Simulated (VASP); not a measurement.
Write the native input for VASP 6.6.1 that does the following.

```
Task                   : single point
Functional             : LDA
Potentials or basis    : VASP PAW LDA potentials, release 64 (Al, Ga_d, N)
Cutoff                 : 520 eV
k mesh                 : 6 × 6 × 6
Occupations            : gaussian, width 0.05 eV
Spin                   : no spin polarisation
Dipole correction      : no
Further INCAR settings : ALGO = Normal; EDIFF = 1e-06; NBANDS = 41
```

The structure of AlGa3N4 lies in POSCAR:

```
AlGa3N4
1.0
    4.4941369254     -0.1996420665     -0.1996420665
   -0.1996420665      4.4941369254     -0.1996420665
   -0.1996420665     -0.1996420665      4.4941369254
Al Ga N
1 3 4
Direct
    0.0000000000      0.0000000000      0.0000000000
    0.5000000000      0.5000000000      0.0000000000
    0.5000000000      0.0000000000      0.5000000000
    0.0000000000      0.5000000000      0.5000000000
    0.7548078379      0.7548078379      0.2451921621
    0.7548078379      0.2451921621      0.7548078379
    0.2451921621      0.7548078379      0.7548078379
    0.2451921621      0.2451921621      0.2451921621
```

One way to write it, as run:

INCAR

```
SYSTEM = AlGa3N4
ALGO = Normal
EDIFF = 1E-6
ENCUT = 520
ISIF = 2
ISMEAR = 0
LASPH = .TRUE.
LCHARG = .FALSE.
LREAL = .FALSE.
LWAVE = .FALSE.
NBANDS = 41
NELM = 80
PREC = Accurate
SIGMA = 0.05
```

KPOINTS

```
k-points
0
G
  6 6 6
  0 0 0
```

Potentials or basis: VASP PAW LDA potentials, release 64 (Al, Ga_d, N).

Launch:

```bash
$ cat potpaw_LDA.64/Al/POTCAR potpaw_LDA.64/Ga_d/POTCAR potpaw_LDA.64/N/POTCAR > POTCAR
$ mpirun -np 1 vasp_std > vasp.out
```

It gave:

```
Pressure               : -1.0 GPa
Largest force          : 2.290 eV/Å
Band gap on the k mesh : 1.74 eV, direct
```

Caveat: forces of over 1 eV/Å act on the atoms, so gaps and moduli don't describe the material at rest.

Run time: 92 s on 1 thread of Intel(R) Xeon(R) Platinum 8259CL CPU @ 2.50GHz (Skylake/Cascade Lake), with other jobs on the host, peak memory 0.23 GiB.
